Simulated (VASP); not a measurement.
# CsAuBr3 (P4mm) in VASP: notebook, part 2 of 2

VASP 6.6.1.

## (3) Single point, LDA

Input file INCAR:

```
ALGO = Normal
EDIFF = 1E-7
ENCUT = 520
ISIF = 2
ISMEAR = -1
LASPH = True
LCHARG = False
LREAL = False
LWAVE = False
NBANDS = 28
NELM = 60
PREC = Accurate
SIGMA = 0.1
```

Input file KPOINTS:

```
k-points
0
Gamma
  4 4 4
```

Input file POSCAR:

```
CsAuBr3
1.0
    5.4725400000      0.0000000000      0.0000000000
    0.0000000000      5.4725400000      0.0000000000
    0.0000000000      0.0000000000      5.4725400000
Cs Au Br
1 1 3
Direct
    0.5000000000      0.5000000000      0.5000000000
    0.0000000000      0.0000000000      0.0000000000
    0.0000000000      0.0000000000      0.5000000000
    0.5450000000      0.0000000000      0.0000000000
    0.0000000000      0.5000000000      0.0000000000
```

Potentials or basis: VASP PAW LDA potentials, release 64 (Cs_sv, Au, Br).

Command:

```console
cat potpaw_LDA.64/Cs_sv/POTCAR potpaw_LDA.64/Au/POTCAR potpaw_LDA.64/Br/POTCAR > POTCAR
mpirun -np 1 vasp_std > vasp.out
```

OUTCAR:

```text
EDIFF = 1E-7
   ENCUT = 520
   ISIF = 2
   ISMEAR = -1
   LASPH = True
   LREAL = False
   NELM = 60
   PREC = Accurate

 ion  position               nearest neighbor table
   1  0.500  0.500  0.500-
   2  0.000  0.000  0.000-   4 2.49   3 2.74   5 2.74   3 2.74   5 2.74   4 2.98
   3  0.000  0.000  0.500-   2 2.74   2 2.74
   4  0.545  0.000  0.000-   2 2.49   2 2.98
   5  0.000  0.500  0.000-   2 2.74   2 2.74

  LATTYP: Found a simple cubic cell.
 ALAT       =     5.4725400000

  Lattice vectors:

 A1 = (   5.4725400000,   0.0000000000,   0.0000000000)
 A2 = (   0.0000000000,   5.4725400000,   0.0000000000)
 A3 = (   0.0000000000,   0.0000000000,   5.4725400000)

Analysis of symmetry for initial positions (statically):
=====================================================================
 Subroutine PRICEL returns:
 Original cell was already a primitive cell.

 Routine SETGRP: Setting up the symmetry group for a
 simple cubic supercell.

 Subroutine GETGRP returns: Found  8 space group operations
 (whereof  8 operations were pure point group operations)
 out of a pool of 48 trial point group operations.

[... 163 lines left out ...]
 val. band max:        0.8576823906   @ k =   0.2500   0.2500   0.0000
 cond. band min:       1.1509013027   @ k =   0.0000   0.5000   0.2500
 fundamental gap:      0.2932189121
 Fermi energy:         1.0996640736

 k-point     1 :       0.0000    0.0000    0.0000
  band No.  band energies     occupation
      1     -19.0658      2.00000
      2     -13.4225      2.00000
      3     -12.8772      2.00000
      4     -12.7896      2.00000
      5      -5.9456      2.00000
      6      -5.9456      2.00000
[... 547 lines left out ...]
     27       8.3363      0.00000
     28       8.3363      0.00000

------------------------ aborting loop because EDIFF is reached ----------------------------------------

  FORCE on cell =-STRESS in cart. coord.  units (eV):
  Direction    XX          YY          ZZ          XY          YZ          ZX
  --------------------------------------------------------------------------------------
  -------------------------------------------------------------------------------------
  Total       -1.8733830     -3.4194298     -3.4194298      0.0000000      0.0000000      0.0000000
  in kB      -18.3134570    -33.4270035    -33.4270035      0.0000000      0.0000000      0.0000000
  external PRESSURE =     -28.3891547 kB  Pullay stress =       0.0000000 kB

 VOLUME and BASIS-vectors are now :
 -----------------------------------------------------------------------------
  energy-cutoff  :      520.00
  volume of cell :      163.90
      direct lattice vectors                 reciprocal lattice vectors
     5.472540000  0.000000000  0.000000000     0.182730505  0.000000000  0.000000000
     0.000000000  5.472540000  0.000000000     0.000000000  0.182730505  0.000000000
     0.000000000  0.000000000  5.472540000     0.000000000  0.000000000  0.182730505

 POSITION                                       TOTAL-FORCE (eV/Angst)
 -----------------------------------------------------------------------------------
      2.73627      2.73627      2.73627         0.006397     -0.000000     -0.000000
      0.00000      0.00000      0.00000         0.989572      0.000000     -0.000000
      0.00000      0.00000      2.73627         0.105024     -0.000000     -0.000000
      2.98253      0.00000      0.00000        -1.206018     -0.000000      0.000000
      0.00000      2.73627      0.00000         0.105024     -0.000000     -0.000000
 -----------------------------------------------------------------------------------
    total drift:                                0.000081      0.000000      0.000000

  FREE ENERGIE OF THE ION-ELECTRON SYSTEM (eV)
  ---------------------------------------------------
  free  energy   TOTEN  =       -15.7864911672 eV

  energy  without entropy=      -15.7248150974  energy(sigma->0) =      -15.75565313
```

OSZICAR:

```text
N       E                     dE             d eps       ncg     rms          rms(c)
DAV:   1     0.264176143564E+03    0.26418E+03   -0.17131E+04  1008   0.122E+03
DAV:   2     0.372198624806E+01   -0.26045E+03   -0.25365E+03  1248   0.228E+02
DAV:   3    -0.166900325323E+02   -0.20412E+02   -0.20284E+02  1196   0.701E+01
DAV:   4    -0.169778322542E+02   -0.28780E+00   -0.28727E+00  1220   0.929E+00
DAV:   5    -0.169813027630E+02   -0.34705E-02   -0.34701E-02  1192   0.101E+00    0.106E+01
DAV:   6    -0.158188721665E+02    0.11624E+01   -0.44447E+00  1136   0.161E+01    0.849E+00
DAV:   7    -0.158113314734E+02    0.75407E-02   -0.56574E-01  1116   0.389E+00    0.447E+00
DAV:   8    -0.157883159762E+02    0.23015E-01   -0.62826E-02  1268   0.137E+00    0.810E-01
DAV:   9    -0.157864867181E+02    0.18293E-02   -0.56610E-03  1276   0.731E-01    0.212E-01
DAV:  10    -0.157865060765E+02   -0.19358E-04   -0.15769E-03  1184   0.187E-01    0.522E-02
DAV:  11    -0.157864917447E+02    0.14332E-04   -0.11030E-04  1164   0.781E-02    0.261E-02
DAV:  12    -0.157864915398E+02    0.20490E-06   -0.16228E-05  1124   0.277E-02    0.847E-03
DAV:  13    -0.157864911178E+02    0.42194E-06   -0.29664E-06  1272   0.143E-02    0.227E-03
DAV:  14    -0.157864911672E+02   -0.49354E-07   -0.46525E-07  1120   0.353E-03
   1 F= -.15786491E+02 E0= -.15755653E+02  d E =-.616761E-01
```

stdout:

```text
POSCAR found type information on POSCAR CsAuBr
 POSCAR found :  3 types and       5 ions
 scaLAPACK will be used
 LDA part: xc-table for (Slater(with rela. corr.)+CA(PZ))
 , standard interpolation
 POSCAR, INCAR and KPOINTS ok, starting setup
 FFT: planning ... GRIDC
 FFT: planning ... GRID_SOFT
 FFT: planning ... GRID
 WAVECAR not read
 entering main loop
```

It took 81 s on 1 thread of Intel Xeon Platinum 8488C (Sapphire Rapids), shared host; peak memory 0.26 GiB.

Results:

* Free energy: -15.7865 eV
* Pressure: -2.8 GPa
* Largest force: 1.206 eV/Å
* Band gap on the k mesh: zero (an odd number of electrons rules out a gap without spin polarisation)

Forces on the atoms (eV/Å):
```
Cs   0.006  0.000  0.000
Au   0.990  0.000  0.000
Br   0.105  0.000  0.000
Br  -1.206  0.000  0.000
Br   0.105  0.000  0.000
```

Caveat: spin-orbit coupling is left out, which moves the levels of the heavy elements; an odd number of electrons without spin polarisation forces a metal; a magnetic or distorted state may lie lower.
